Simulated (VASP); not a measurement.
C, 1 atom in the cell. It takes space group I4/mmm (No. 139, tetragonal). Conventional cell: a = 1.616 Å, b = 1.616 Å, c = 6.635 Å, α = 90.00°, β = 90.00°, γ = 90.00°. Within 2.3 Å of C (site symmetry 4/mmm) lie 8 C at 1.62 to 2.29 Å. 

```yaml
Program: VASP 6.6.1
Task: relaxation of cell and atoms
Functional: PBEsol
Potentials_or_basis: VASP PAW PBE potentials, release 64 (C)
Cutoff: 600 eV
k_mesh: 46 × 46 × 46
Occupations: gaussian, width 0.1 eV
Spin: no spin polarisation
Dipole_correction: no
Further_INCAR_settings: ALGO = Normal; EDIFF = 1e-06; IBRION = 2; EDIFFG = -0.01; NSW = 100; ISIF = 3
```

Potentials or basis: VASP PAW PBE potentials, release 64 (C).

Run with:

```console
$ cat potpaw_PBE.64/C/POTCAR > POTCAR
$ mpirun -np 1 vasp_std > vasp.out
```

Hardware: 1 thread of Intel Xeon 8259CL (shared host).

Question: Estimate the wall time of this run.

Answer: Run time: 76 min on 1 thread of Intel Xeon 8259CL, with other jobs on the host, peak memory 0.56 GiB. Counts: scf iterations 45, k points 6780, ion steps 10.
